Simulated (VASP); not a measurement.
# BAs (kn) (F-43m) in VASP: single point with PBEsol

Aim: the single point of BAs (kn) with PBEsol.

Program: VASP 6.6.1. These are calculated values, not measurements. Logs are shortened: lines on timing, memory, paths and dates and some standing lists are left out, and cuts for length are marked.

### Step 1. The cell of the first run

The structure is cubic, space group F-43m (No. 216). The conventional cell has a = 4.768 Å, b = 4.768 Å, c = 4.768 Å, α = 90.00°, β = 90.00°, γ = 90.00°. Within 2.7 Å of B (site symmetry -43m) lie 4 As at 2.06 Å. Within 2.7 Å of As (site symmetry -43m) lie 4 B at 2.06 Å.

### Step 2. Single point, PBEsol

File INCAR:

```
SYSTEM = BAs
  PREC = Accurate
  ENCUT = 500
  EDIFF = 1E-6
  ISMEAR = 0
  SIGMA = 0.02
  LREAL = .FALSE.
  LASPH = .TRUE.
  NELM = 120
  ALGO = Normal
  ISIF = 2
  LWAVE = .FALSE.
  LCHARG = .FALSE.
  GGA = PS
  NBANDS = 11
  GGA_COMPAT = .FALSE.
```

File KPOINTS:

```
Automatic mesh
0
G
  6 6 6
  0 0 0
```

File POSCAR:

```
BAs
1.0
    0.0000000000      2.3838665776      2.3838665776
    2.3838665776      0.0000000000      2.3838665776
    2.3838665776      2.3838665776      0.0000000000
B As
1 1
Direct
    0.0000000000      0.0000000000      0.0000000000
    0.2500000000      0.2500000000      0.2500000000
```

Potentials or basis: VASP PAW PBE potentials, release 64 (B, As).

Launch:

```console
> cat potpaw_PBE.64/B/POTCAR potpaw_PBE.64/As/POTCAR > POTCAR
> mpirun -np 1 vasp_std > vasp.out
```

OUTCAR:

```text
SYSTEM = BAs
   PREC = Accurate
   ENCUT = 500
   EDIFF = 1E-6
   ISMEAR = 0
   LREAL = .FALSE.
   LASPH = .TRUE.
   NELM = 120
   ISIF = 2
   GGA = PS

 ion  position               nearest neighbor table
   1  0.000  0.000  0.000-   2 2.06   2 2.06   2 2.06   2 2.06
   2  0.250  0.250  0.250-   1 2.06   1 2.06   1 2.06   1 2.06

  LATTYP: Found a face centered cubic cell.
 ALAT       =     4.7677331552

  Lattice vectors:

 A1 = (   0.0000000000,   2.3838665776,   2.3838665776)
 A2 = (   2.3838665776,   0.0000000000,   2.3838665776)
 A3 = (   2.3838665776,   2.3838665776,   0.0000000000)

Analysis of symmetry for initial positions (statically):
=====================================================================
 Subroutine PRICEL returns:
 Original cell was already a primitive cell.

 Routine SETGRP: Setting up the symmetry group for a
 face centered cubic supercell.

 Subroutine GETGRP returns: Found 24 space group operations
 (whereof 24 operations were pure point group operations)
 out of a pool of 48 trial point group operations.

The static configuration has the point symmetry T_d .

Analysis of symmetry for dynamics (positions and initial velocities):
=====================================================================
 Subroutine PRICEL returns:
 Original cell was already a primitive cell.

 Routine SETGRP: Setting up the symmetry group for a
 face centered cubic supercell.

 Subroutine GETGRP returns: Found 24 space group operations
 (whereof 24 operations were pure point group operations)
 out of a pool of 48 trial point group operations.

The dynamic configuration has the point symmetry T_d .

 Subroutine INISYM returns: Found 24 space group operations
 (whereof 24 operations are pure point group operations),
 and found     1 'primitive' translations

----------------------------------------------------------------------------------------

                                     Primitive cell

  volume of cell :      27.0942

  direct lattice vectors                    reciprocal lattice vectors
     0.000000000  2.383866578  2.383866578    -0.209743282  0.209743282  0.209743282
     2.383866578  0.000000000  2.383866578     0.209743282 -0.209743282  0.209743282
     2.383866578  2.383866578  0.000000000     0.209743282  0.209743282 -0.209743282

  length of vectors
     3.371296445  3.371296445  3.371296445     0.363286021  0.363286021  0.363286021

  position of ions in fractional coordinates (direct lattice)
     0.000000000  0.000000000  0.000000000
     0.250000000  0.250000000  0.250000000

  ion indices of the primitive-cell ions
   primitive index   ion index
                 1           1
                 2           2

----------------------------------------------------------------------------------------

 KPOINTS: Automatic mesh

Automatic generation of k-mesh.
 Grid dimensions read from file:
 generate k-points for:    6    6    6

 Generating k-lattice:

  Cartesian coordinates                     Fractional coordinates (reciprocal lattice)
    -0.034957214  0.034957214  0.034957214     0.166666667  0.000000000  0.000000000
     0.034957214 -0.034957214  0.034957214     0.000000000  0.166666667  0.000000000
     0.034957214  0.034957214 -0.034957214     0.000000000  0.000000000  0.166666667

  Length of vectors
     0.060547670  0.060547670  0.060547670

  Shift w.r.t. Gamma in fractional coordinates (k-lattice)
     0.000000000  0.000000000  0.000000000

 Subroutine IBZKPT returns following result:
 ===========================================

 Found     16 irreducible k-points:

 Following reciprocal coordinates:
            Coordinates               Weight
  0.000000  0.000000  0.000000      1.000000
  0.166667  0.000000  0.000000      8.000000
  0.333333  0.000000  0.000000      8.000000
  0.500000  0.000000  0.000000      4.000000
  0.166667  0.166667  0.000000      6.000000
  0.333333  0.166667  0.000000     24.000000
[... 8 lines left out ...]
 -0.333333  0.333333  0.166667     24.000000
 -0.333333  0.500000  0.166667     12.000000
   k-points           NKPTS =     16   k-points in BZ     NKDIM =     16   number of bands    NBANDS=     11
   number of dos      NEDOS =    301   number of ions     NIONS =      2
   total plane-waves  NPLWV =  21952
   dimension x,y,z NGX =    28 NGY =   28 NGZ =   28
   dimension x,y,z NGXF=    56 NGYF=   56 NGZF=   56
   ions per type =               1   1
   NGX,Y,Z   is equivalent  to a cutoff of  13.81, 13.81, 13.81 a.u.
   NGXF,Y,Z  is equivalent  to a cutoff of  27.61, 27.61, 27.61 a.u.
 SYSTEM =  BAs
   PREC   = accura    normal or accurate (medium, high low for compatibility)
   ISTART =      0    job   : 0-new  1-cont  2-samecut
   ICHARG =      2    charge: 1-file 2-atom 10-const
   ISPIN  =      1    spin polarized calculation?
   LNONCOLLINEAR =      F non collinear calculations
   LSORBIT =      F    spin-orbit coupling
   LASPH  =      T    aspherical Exc in radial PAW
   ENCUT  =  500.0 eV  36.75 Ry    6.06 a.u.   6.15  6.15  6.15*2*pi/ulx,y,z
   NELM   =    120;   NELMIN=  2; NELMDL= -5     # of ELM steps
   EDIFF  = 0.1E-05   stopping-criterion for ELM
   LREAL  =      F    real-space projection
   EDIFFG = 0.1E-04   stopping-criterion for IOM
   NSW    =      0    number of steps for IOM
   IBRION =     -1    ionic relax: 0-MD 1-quasi-New 2-CG
   NFREE  =      0    steps in history (QN), initial steepest desc. (CG)
   ISIF   =      2    stress and relaxation
   ISYM   =      2    0-nonsym 1-usesym 2-fastsym
   POTIM  = 0.5000    time-step for ionic-motion
   TEBEG  =    0.0;   TEEND  =   0.0 temperature during run
   PSTRESS=    0.0 pullay stress
   NELECT =       8.0000    total number of electrons
   NUPDOWN=      -1.0000    fix difference up-down
   EMIN   =  10.00;   EMAX   =-10.00  energy-range for DOS
   EFERMI =   0.00;   METHOD = LEGACY
   ISMEAR =     0;   SIGMA  =   0.02  broadening in eV -4-tet -1-fermi 0-gaus
   EFERMI_NEDOS =   21; number of points for ismear=-14 and -15
   IALGO  =     38    algorithm
   IMIX   =      4    mixing-type and parameters
     AMIX     =   0.40;   BMIX     =  1.00
     AMIX_MAG =   1.60;   BMIX_MAG =  1.00
  volume/ion in A,a.u.               =      13.55        91.42
  Fermi-wavevector in a.u.,A,eV,Ry     =   1.090133  2.060053 16.169032  1.188390
  Thomas-Fermi vector in A             =   2.226351
   LORBIT       =      0    0 simple, 1 ext, 2 COOP (PROOUT), +10 PAW based schemes
   GGA     = PS    functional components
   LHFCALC =     F    Hartree Fock is set to
   AEXX    =    0.0000 exact exchange contribution
   IVDW    =     0    specifies the selected vdW correction
   LEPSILON=     F    determine dielectric tensor
   LRPA    =     F    only Hartree local field effects (RPA)
 non-spin polarized calculation
 Gauss-broadening in eV      SIGMA  =   0.02
  energy-cutoff  :      500.00
  volume of cell :       27.09
 maximum number of plane-waves:       701
 NGX is ok and might be reduce to    28
   NGX = 13   NGY = 13   NGZ = 13

 number of electron       8.0000000 magnetization

 Free energy of the ion-electron system (eV)
  ---------------------------------------------------
  ext. energy  EPLUGINS =         0.00000000
  ---------------------------------------------------
  free energy    TOTEN  =       -12.18340224 eV

  energy without entropy =      -12.18340224  energy(sigma->0) =      -12.18340224

 E-fermi :   6.2994     XC(G=0): -10.7531

 val. band max:        6.1148774181   @ k =   0.0000   0.0000   0.0000
 cond. band min:       7.2900332747   @ k =   0.3333   0.3333   0.0000
 fundamental gap:      1.1751558566
 Fermi energy:         6.2993620071

 k-point     1 :       0.0000    0.0000    0.0000
  band No.  band energies     occupation
      1      -9.3778      2.00000
      2       6.1149      2.00000
      3       6.1149      2.00000
      4       6.1149      2.00000
      5       9.3591      0.00000
      6       9.3591      0.00000
      7       9.3591      0.00000
      8      10.8707      0.00000
      9      15.4871      0.00000
     10      19.0654      0.00000
     11      19.0654      0.00000

 k-point     2 :       0.1667    0.0000    0.0000
  band No.  band energies     occupation
      1      -8.9213      2.00000
      2       3.1277      2.00000
      3       5.4227      2.00000
      4       5.4227      2.00000
      5       9.4014      0.00000
      6      10.2560      0.00000
      7      10.2560      0.00000
      8      12.7924      0.00000
      9      16.9395      0.00000
     10      17.3356      0.00000
     11      17.3356      0.00000

 k-point     3 :       0.3333    0.0000    0.0000
  band No.  band energies     occupation
      1      -7.6429      2.00000
      2      -0.6899      2.00000
      3       4.5818      2.00000
      4       4.5818      2.00000
      5       8.9699      0.00000
      6      10.9065      0.00000
      7      10.9065      0.00000
      8      14.7172      0.00000
      9      17.4618      0.00000
     10      18.0856      0.00000
     11      18.0856      0.00000

 k-point     4 :       0.5000    0.0000    0.0000
  band No.  band energies     occupation
      1      -6.4713      2.00000
      2      -2.7634      2.00000
      3       4.2747      2.00000
      4       4.2747      2.00000
      5       8.8017      0.00000
      6      10.8445      0.00000
      7      10.8445      0.00000
      8      14.8282      0.00000
      9      18.7126      0.00000
     10      20.6533      0.00000
     11      20.6533      0.00000

 k-point     5 :       0.1667    0.1667    0.0000
  band No.  band energies     occupation
      1      -8.7676      2.00000
      2       3.8345      2.00000
      3       4.3745      2.00000
      4       4.3745      2.00000
      5       8.2910      0.00000
      6      11.7469      0.00000
      7      11.7469      0.00000
      8      11.7528      0.00000
      9      15.7350      0.00000
     10      17.7310      0.00000
     11      19.7319      0.00000
[... 99 lines left out ...]
 k-point    13 :       0.5000    0.5000    0.0000
  band No.  band energies     occupation
      1      -5.1523      2.00000
      2      -2.4522      2.00000
      3       1.9828      2.00000
      4       1.9828      2.00000
      5       7.4182      0.00000
      6       7.4421      0.00000
      7      17.5143      0.00000
      8      17.5143      0.00000
      9      18.9450      0.00000
     10      23.3789      0.00000
     11      23.8982      0.00000

 k-point    14 :       0.5000    0.3333    0.1667
  band No.  band energies     occupation
      1      -6.5522      2.00000
      2      -0.6680      2.00000
      3       1.1642      2.00000
      4       2.8474      2.00000
      5       9.8367      0.00000
      6      11.2286      0.00000
      7      11.9475      0.00000
      8      15.1703      0.00000
      9      17.5169      0.00000
     10      19.8008      0.00000
     11      22.1595      0.00000

 k-point    15 :      -0.3333    0.3333    0.1667
  band No.  band energies     occupation
      1      -5.5096      2.00000
      2      -1.9804      2.00000
      3       0.6224      2.00000
      4       2.1851      2.00000
      5      10.3770      0.00000
      6      11.3052      0.00000
      7      13.5527      0.00000
      8      14.9794      0.00000
      9      16.3184      0.00000
     10      20.5470      0.00000
     11      22.3674      0.00000

 k-point    16 :      -0.3333    0.5000    0.1667
  band No.  band energies     occupation
      1      -5.0282      2.00000
      2      -2.1148      2.00000
      3       0.8757      2.00000
      4       1.0700      2.00000
      5       9.8124      0.00000
      6      10.0191      0.00000
      7      14.7621      0.00000
      8      14.9681      0.00000
      9      18.4186      0.00000
     10      21.7706      0.00000
     11      21.9115      0.00000

------------------------ aborting loop because EDIFF is reached ----------------------------------------

  FORCE on cell =-STRESS in cart. coord.  units (eV):
  Direction    XX          YY          ZZ          XY          YZ          ZX
  --------------------------------------------------------------------------------------
  -------------------------------------------------------------------------------------
  Total        0.1577002      0.1577002      0.1577002      0.0000000      0.0000000     -0.0000000
  in kB        9.3253888      9.3253888      9.3253888      0.0000000      0.0000000     -0.0000000
  external PRESSURE =       9.3253888 kB  Pullay stress =       0.0000000 kB

 VOLUME and BASIS-vectors are now :
 -----------------------------------------------------------------------------
  energy-cutoff  :      500.00
  volume of cell :       27.09
      direct lattice vectors                 reciprocal lattice vectors
     0.000000000  2.383866578  2.383866578    -0.209743282  0.209743282  0.209743282
     2.383866578  0.000000000  2.383866578     0.209743282 -0.209743282  0.209743282
     2.383866578  2.383866578  0.000000000     0.209743282  0.209743282 -0.209743282

 POSITION                                       TOTAL-FORCE (eV/Angst)
 -----------------------------------------------------------------------------------
      0.00000      0.00000      0.00000         0.000000      0.000000      0.000000
      1.19193      1.19193      1.19193        -0.000000     -0.000000     -0.000000
 -----------------------------------------------------------------------------------
    total drift:                               -0.000000     -0.000000     -0.000000

  FREE ENERGIE OF THE ION-ELECTRON SYSTEM (eV)
  ---------------------------------------------------
  free  energy   TOTEN  =       -12.1834022414 eV

  energy  without entropy=      -12.1834022414  energy(sigma->0) =      -12.18340224
```

Run time: 10 s. Hardware: 1 thread of Intel Xeon Platinum 8375C at 2.90GHz (Ice Lake), shared host; peak memory 0.15 GiB.

Results:

```yaml
Free_energy: -12.1834 eV
Pressure: 0.9 GPa
Band_gap_on_the_k_mesh: 1.18 eV, indirect (least direct gap 3.24 eV)
```

Caveat: the PAW data sets were made with another functional, which shifts forces and pressure a little. PBEsol gaps usually lie below the measured ones, often by a third to a half.
